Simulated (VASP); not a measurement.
Input of a VASP 6.6.1 run:

INCAR

```
  ALGO = Normal
  EDIFF = 1E-6
  ENCUT = 520
  GGA = PE
  ISIF = 2
  ISMEAR = -1
  LASPH = True
  LCHARG = False
  LREAL = False
  LWAVE = False
  NBANDS = 8
  NELM = 80
  PREC = Accurate
  SIGMA = 0.05
```

File KPOINTS:

```
k-points
0
Gamma
  18 18 18
```

The input POSCAR:

```
P
1.0
    0.0000000000      1.8589470313      1.8589470313
    1.8589470313      0.0000000000      1.8589470313
    1.8589470313      1.8589470313      0.0000000000
P
1
Direct
    0.0000000000      0.0000000000      0.0000000000
```

Potentials or basis: VASP PAW PBE potentials, release 64 (P).

The run is started by

```console
$ cat potpaw_PBE.64/P/POTCAR > POTCAR
$ mpirun -np 1 vasp_std > vasp.out
```

Problem. Estimate the pressure.

Solution. 14.4 GPa.

Caveat: the cell differs from its parent crystal (volume scaled by 0.887, to set the pressure).
